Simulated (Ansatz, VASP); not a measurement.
**Two plane-wave programs on MoS2**

Contents of INCAR:

```
SYSTEM = MoS2
PREC = Accurate
ENCUT = 520
EDIFF = 1E-7
ISMEAR = 0
SIGMA = 0.05
LREAL = .False.
LASPH = .True.
NELM = 80
ALGO = Normal
ISIF = 2
LWAVE = .False.
LCHARG = .False.
GGA = PS
NBANDS = 35
```

File KPOINTS:

```
regular mesh
0
Gamma
  10 10 2
  0 0 0
```

The input POSCAR:

```
MoS2
1.0
   -3.1414322132      0.0000000000      0.0000000000
   -1.5707161066     -2.7205601009      0.0000000000
   -0.3925219550     -0.2266226564     12.5788195080
Mo S
2 4
Direct
    0.3125083333      0.3125083333      0.2500000000
    0.6041916667      0.6041916667      0.7500000000
    0.2811830483      0.2811830483      0.6260538420
    0.6561663816      0.6561663816      0.1260538420
    0.2605336184      0.2605336184      0.8739461580
    0.6355169517      0.6355169517      0.3739461580
```

Input for Ansatz:

```yaml
crystal:
  lattice:
    - [-3.1414322132, 0.0, 0.0]
    - [-1.5707161066, -2.7205601009, 0.0]
    - [-0.392521955, -0.2266226564, 12.578819508]
  atoms:
    - { symbol: Mo, position: [0.3125083333, 0.3125083333, 0.25] }
    - { symbol: Mo, position: [0.6041916667, 0.6041916667, 0.75] }
    - { symbol: S, position: [0.2811830483, 0.2811830483, 0.626053842] }
    - { symbol: S, position: [0.6561663816, 0.6561663816, 0.126053842] }
    - { symbol: S, position: [0.2605336184, 0.2605336184, 0.873946158] }
    - { symbol: S, position: [0.6355169517, 0.6355169517, 0.373946158] }
basis:
  ecutwfc: 420
kpoints:
  mp_grid: { grid: [10, 10, 2] }
hamiltonian:
  xc: pbesol
scf:
  occupations: { method: gaussian, width: 0.05 }
output:
  forces: true
  stress: true
  eigenvalues: true
```

Alike in both runs: task single point; functional PBEsol; k mesh 10 × 10 × 2; occupations gaussian, width 0.05 eV; no spin polarisation.

|  | VASP | Ansatz |
| --- | --- | --- |
| version | VASP 6.6.1 | Ansatz 0.2.0 |
| potentials or method | VASP PAW PBE potentials, release 64 (Mo_sv, S), cutoff 520 eV | scalar-relativistic, plane waves, PAW |
| valence electrons in the cell | 52 | 52 |

|  | VASP | Ansatz | Ansatz less VASP |
| --- | --- | --- | --- |
| gap on the k mesh at the Fermi level (eV) | 1.03 | 1.01 | -0.016 |
| least direct gap on the mesh (eV) | 1.97 | 1.96 | -0.004 |
| pressure (GPa) | 0.0 | 0.0 | +0.01 |
| traceless stress, the component that is largest in VASP (GPa) | 0.13 | 0.13 | 0.000 |
| rms of the force components (eV/Å) | 0.009 | 0.009 | +0.0002 |

VASP's potentials were made for PBE, not for PBEsol. Atom by atom the forces differ by 0.000 eV/Å (rms over components).
